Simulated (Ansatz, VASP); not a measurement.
## NbSnTe4 in VASP and in Ansatz

INCAR

```
SYSTEM = NbSnTe4
PREC     = Accurate       ! precision mode
ENCUT    = 600            ! plane-wave cutoff, eV
EDIFF    = 1E-7           ! SCF threshold, eV
ISMEAR   = 0              ! smearing method
SIGMA    = 0.1            ! smearing width, eV
LREAL    = .FALSE.        ! projectors in reciprocal space
LASPH    = .TRUE.         ! aspherical terms in the spheres
NELM     = 80             ! most SCF steps
ALGO     = Normal         ! electronic algorithm
ISIF     = 3              ! what is computed and relaxed
LWAVE    = .FALSE.        ! write WAVECAR
LCHARG   = .FALSE.        ! write CHGCAR
GGA      = PE             ! functional
IBRION   = 2              ! ionic algorithm
NSW      = 100            ! ionic steps
EDIFFG   = -0.01          ! ionic threshold
```

The input KPOINTS:

```
regular mesh
0
G
  8 8 4
  0 0 0
```

POSCAR

```
NbSnTe4
1.0
    5.1994897480      0.0000000000      0.0000000000
    0.0000000000      5.1994897480      0.0000000000
    0.0000000000      0.0000000000      8.8810627243
Nb Sn Te
1 1 4
Direct
    0.0000000000      0.0000000000      0.0000000000
    0.5000000000      0.5000000000      0.5000000000
    0.5000000000      0.0000000000      0.0000000000
    0.0000000000      0.5000000000      0.0000000000
    0.0000000000      0.0000000000      0.3248036063
    0.0000000000      0.0000000000      0.6751963937
```

Input for Ansatz:

```yaml
crystal:
  lattice:
    - [5.199489748, 0.0, 0.0]
    - [0.0, 5.199489748, 0.0]
    - [0.0, 0.0, 8.8810627243]
  atoms:
    - { symbol: Nb, position: [0.0, 0.0, 0.0] }
    - { symbol: Sn, position: [0.5, 0.5, 0.5] }
    - { symbol: Te, position: [0.5, 0.0, 0.0] }
    - { symbol: Te, position: [0.0, 0.5, 0.0] }
    - { symbol: Te, position: [0.0, 0.0, 0.3248036063] }
    - { symbol: Te, position: [0.0, 0.0, 0.6751963937] }
basis:
  ecutwfc: 420
kpoints:
  mp_grid: { grid: [8, 8, 4] }
hamiltonian:
  xc: pbe
scf:
  occupations: { method: gaussian, width: 0.1 }
output:
  forces: true
  stress: true
  eigenvalues: true
relax:
  adjacent_minimum: "off"
  f_tol: 0.01
  max_steps: 80
  cell: { stress_tol: 0.05 }
```

Change from the starting cell: species swapped into the RbAlF4 type (P4/mmm, No. 123).

Alike in both runs: task relaxation of cell and atoms; functional PBE; k mesh 8 × 8 × 4; occupations gaussian, width 0.1 eV; no spin polarisation.

```csv
,VASP,Ansatz
version,VASP 6.6.1,Ansatz 0.2.0
potentials or method,"VASP PAW PBE potentials, release 64 (Nb_sv, Sn_d, Te), cutoff 600 eV","scalar-relativistic, plane waves, PAW"
valence electrons in the cell,51,91
```

|  | VASP | Ansatz | Ansatz less VASP |
| --- | --- | --- | --- |
| gap on the k mesh at the Fermi level, each at its own relaxed structure (eV) | none | none | - |
| relaxed volume (Å³/atom) | 40.43 | 40.52 | +0.083 |
| relaxed length of the cell vector where the two differ most in proportion (Å) | 8.981 | 8.989 | +0.0080 |

A gap of «none» marks a metal or a gap that the smearing closes. VASP's potentials hold 51 valence electrons a cell and Ansatz's 91, so a difference there can come from the potentials and not from the codes.

Neither program's run includes spin-orbit coupling.
